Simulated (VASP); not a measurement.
Input of a VASP 6.6.1 run:

POSCAR

```
CdS
1.0
    2.9245778630      2.9245778630      0.0000000000
   -2.9245778630      2.9245778630      0.0000000000
    0.0000000000      2.9245778630      2.9600898692
Cd S
1 1
Direct
    0.0000000000      0.0000000000      0.0000000000
    0.7500000000      0.2500000000      0.5000000000
```

File INCAR.step1:

```
PREC = Accurate
ENCUT = 520
ISMEAR = 0
SIGMA = 0.01
LREAL = F
LASPH = T
NELM = 100
NBANDS = 16
GGA = PE
ALGO = Normal
EDIFF = 1E-4
LWAVE = T
LCHARG = F
```

File INCAR.step2:

```
PREC = Accurate
ENCUT = 520
EDIFF = 1E-7
ISMEAR = 0
SIGMA = 0.01
LREAL = F
LASPH = T
NELM = 100
ALGO = Normal
ISIF = 2
LWAVE = F
LCHARG = F
METAGGA = R2SCAN
LMIXTAU = T
NBANDS = 16
ISTART = 1
```

File KPOINTS:

```
Automatic mesh
0
Gamma
  8 8 8
```

Potentials or basis: VASP PAW PBE potentials, release 64 (Cd, S).

Command:

```console
$ cat potpaw_PBE.64/Cd/POTCAR potpaw_PBE.64/S/POTCAR > POTCAR
$ cp INCAR.step1 INCAR
$ mpirun -np 1 vasp_std > vasp.out
$ cp INCAR.step2 INCAR
$ mpirun -np 1 vasp_std > vasp.out
```

Question: Estimate the pressure.

Answer: 0.5 GPa.

Question: Estimate the band gap on the k mesh.

Answer: 1.53 eV, direct.

Stress tensor (GPa, compression positive):
```
0.54 0.00 0.00
0.00 0.54 0.00
0.00 0.00 0.31
```

Caveat: the cell differs from its parent crystal (in-plane strain -0.005, then relaxed in part); the PAW data sets were made with another functional, which shifts forces and pressure a little.
